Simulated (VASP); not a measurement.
**KZnF3: single point with PBEsol**

Crystal: KZnF3.

```
K Zn F
1.0
     4.05194    0.00000    0.00000
     0.00000    4.05194    0.00000
     0.24312    0.00000    4.05194
K Zn F
1 1 3
Cartesian
  0.0000 0.0000 0.0000
  2.1475 2.0260 2.0260
  0.1216 2.0260 2.0260
  2.1475 0.0000 2.0260
  2.0260 2.0260 0.0000
```

This cell differs from its parent crystal: shear of c along a, cell held: +6.0 %.

* Program: VASP 6.6.1
* Task: single point
* Functional: PBEsol
* Potentials or basis: VASP PAW PBE potentials, release 64 (K_sv, Zn, F)
* Cutoff: 520 eV
* k mesh: 6 × 6 × 6
* Occupations: gaussian, width 0.02 eV
* Spin: no spin polarisation

| Item | Value |
| --- | --- |
| Pressure | 0.4 GPa |
| Band gap on the k mesh | 3.62 eV (least direct gap 5.32 eV) |

Stress tensor (GPa, compression positive):
```
 0.34  0.00 -2.01
 0.00  0.35  0.00
-2.01  0.00  0.42
```

Levels at points of the mesh, in eV from the valence-band top:
```
           k point  band 19  band 20  band 21  band 22  band 23  band 24
(0.00, 0.00, 0.00)    -1.91    -1.84    -1.69     3.62     8.58     8.62
(0.50, 0.00, 0.00)    -1.69    -1.69    -1.61     6.43     8.14     9.53
(0.00, 0.50, 0.00)    -1.70    -1.69    -1.61     6.42     8.17     9.58
(0.50, 0.50, 0.00)    -1.78    -1.49     0.00     7.90     9.93     9.98
(0.00, 0.00, 0.50)    -1.69    -1.68    -1.61     6.41     8.13     9.52
(0.50, 0.00, 0.50)    -1.76    -1.46    -0.01     7.90     9.92    10.00
(0.00, 0.50, 0.50)    -1.78    -1.49    -0.01     7.90     9.91     9.97
(0.50, 0.50, 0.50)    -1.44    -0.01     0.00     8.05     8.30     8.51
```

Run time: 77 s on 1 thread of Intel(R) Xeon(R) 6975P-C (Granite Rapids) (shared host), peak memory 0.27 GiB.

Caveat: the cell differs from its parent crystal (shear of c along a, cell held: +6.0 %); the PAW data sets were made with another functional, which shifts forces and pressure a little. A k mesh can miss the band edges.
